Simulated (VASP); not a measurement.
Write the native input for VASP 6.6.1 that does the following.

| Property | Result |
| --- | --- |
| Task | single point |
| Functional | r2SCAN |
| Potentials or basis | VASP PAW PBE potentials, release 64 (Si, Co) |
| Cutoff | 580 eV |
| k mesh | 2 × 2 × 2 |
| Occupations | gaussian, width 0.02 eV |
| Spin | collinear spin, ferromagnetic start |
| Starting moments | [0.0, 0.0, 0.0, 0.0, 0.0, 0.0, 0.0, 0.0, 0.0, 0.0, 0.0, 0.0, 0.0, 0.0, 0.0, 0.0, 1.0] μB |
| Dipole correction | no |
| Further INCAR settings | ALGO = Normal; EDIFF = 1e-06; NBANDS = 54 |

System: CoSi16 (a cell with a defect).

```
Si Co
1.0
     0.00000    5.43000    5.43000
     5.43000    0.00000    5.43000
     5.43000    5.43000    0.00000
Si Co
16 1
Direct
  0.00350 0.99634 0.99660
  0.11721 0.12490 0.12445
  0.99633 0.99984 0.50027
  0.12757 0.12045 0.62497
  0.99580 0.50052 0.99965
  0.12693 0.62474 0.12073
  0.00212 0.49769 0.49798
  0.12514 0.62422 0.62408
  0.49534 0.00444 0.00479
  0.63338 0.12412 0.12522
  0.50395 0.99934 0.50084
  0.62101 0.12896 0.62948
  0.50350 0.49996 0.00015
  0.62048 0.62912 0.12934
  0.49808 0.50168 0.50206
  0.62647 0.62376 0.62453
  0.25503 0.24497 0.24495
```

These files were run (other wordings do the same):

POSCAR

```
CoSi16
1.0
    0.0000000000      5.4300000000      5.4300000000
    5.4300000000      0.0000000000      5.4300000000
    5.4300000000      5.4300000000      0.0000000000
Si Co
16 1
Direct
    0.0035001562     -0.0036552417     -0.0034035580
    0.1172078041      0.1249030101      0.1244538782
   -0.0036722654     -0.0001614922      0.5002737377
    0.1275650377      0.1204469310      0.6249651746
   -0.0041968852      0.5005241158     -0.0003452830
    0.1269307928      0.6247408106      0.1207263582
    0.0021241422      0.4976896845      0.4979828005
    0.1251430864      0.6242194513      0.6240814574
    0.4953440205      0.0044431986      0.0047917482
    0.6333793781      0.1241194927      0.1252202377
    0.5039520127     -0.0006633690      0.5008383817
    0.6210059973      0.1289637565      0.6294756817
    0.5034955345      0.4999569225      0.0001475605
    0.6204756558      0.6291172357      0.1293396522
    0.4980841674      0.5016838137      0.5020556821
    0.6264743451      0.6237598841      0.6245302338
    0.2550287498      0.2449723456      1.2449548166
```

INCAR.step1

```
PREC = Accurate ; ENCUT = 580
ISMEAR = 0 ; SIGMA = 0.02
LREAL = F ; LASPH = T
NELM = 200 ; ISPIN = 2
MAGMOM = 0 0 0 0 0 0 0 0 0 0 0 0 0 0 0 0 1 ; LMAXMIX = 4
NBANDS = 54 ; GGA = PE
ALGO = Normal ; EDIFF = 1E-5
LWAVE = T ; LCHARG = F
GGA_COMPAT = F
```

INCAR.step2

```
PREC = Accurate ; ENCUT = 580
EDIFF = 1E-6 ; ISMEAR = 0
SIGMA = 0.02 ; LREAL = F
LASPH = T ; NELM = 200
ALGO = Normal ; ISIF = 2
LWAVE = F ; LCHARG = T
ISPIN = 2 ; MAGMOM = 0 0 0 0 0 0 0 0 0 0 0 0 0 0 0 0 1
LORBIT = 11 ; LMAXMIX = 4
METAGGA = R2SCAN ; LMIXTAU = T
LELF = T ; LVHAR = T
NBANDS = 54 ; ISTART = 1
GGA_COMPAT = F
```

KPOINTS

```
regular mesh
0
Gamma
  2 2 2
```

Potentials or basis: VASP PAW PBE potentials, release 64 (Si, Co).

Command:

```bash
$ cat potpaw_PBE.64/Si/POTCAR potpaw_PBE.64/Co/POTCAR > POTCAR
$ cp INCAR.step1 INCAR
$ mpirun -np 1 vasp_std > vasp.out
$ cp INCAR.step2 INCAR
$ mpirun -np 1 vasp_std > vasp.out
```

It gave:

| Property | Result |
| --- | --- |
| Pressure | 0.9 GPa |
| Largest force | 0.016 eV/Å |
| Net moment | -1.25 μB per cell |
| Site moments | Si +0.00, -0.02, -0.00, -0.01, +0.01 (each value once); Co -1.26 μB |
| Valence electrons inside the program's atomic spheres | Si 1.71, 1.70, 1.72 (each value once); Co 8.32 |

Caveat: the k points lie up to 0.50 Å⁻¹ apart; the PAW data sets were made with another functional, which shifts forces and pressure a little.

Wall time 20 min on 1 thread of Intel(R) Xeon(R) 6975P-C (Granite Rapids) (shared host), peak memory 0.86 GiB.
